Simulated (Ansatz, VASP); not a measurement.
**Two plane-wave programs on KF**

```
K F
1.0
     0.00000    2.69405    2.69405
     2.69405    0.00000    2.69405
     2.69405    2.69405    0.00000
K F
1 1
Direct
  0.00000 0.00000 0.00000
  0.50000 0.50000 0.50000
```

Alike in both runs: functional r2SCAN; k mesh 10 × 10 × 10; occupations fermi-dirac, width 0.02 eV; no spin polarisation.

Ansatz relaxed the structure, and its values are those at the end. VASP's run is a single point on that final structure, the one shown.

|  | VASP | Ansatz |
| --- | --- | --- |
| version | VASP 6.6.1 | Ansatz 0.2.0 |
| potentials or method | VASP PAW PBE potentials, release 64 (K_sv, F), cutoff 520 eV | PAW plane waves |
| valence electrons in the cell | 16 | 16 |

|  | VASP | Ansatz | Ansatz less VASP |
| --- | --- | --- | --- |
| gap on the k mesh at the Fermi level (eV) | 6.70 | 6.70 | +0.005 |
| pressure (GPa) | -1.3 | -1.2 | +0.06 |

VASP's potentials were made for PBE, not for r2SCAN. The functional is the same, so the differences come from potentials, cutoffs and numerics. Ansatz's warnings: stress scf threshold loose.
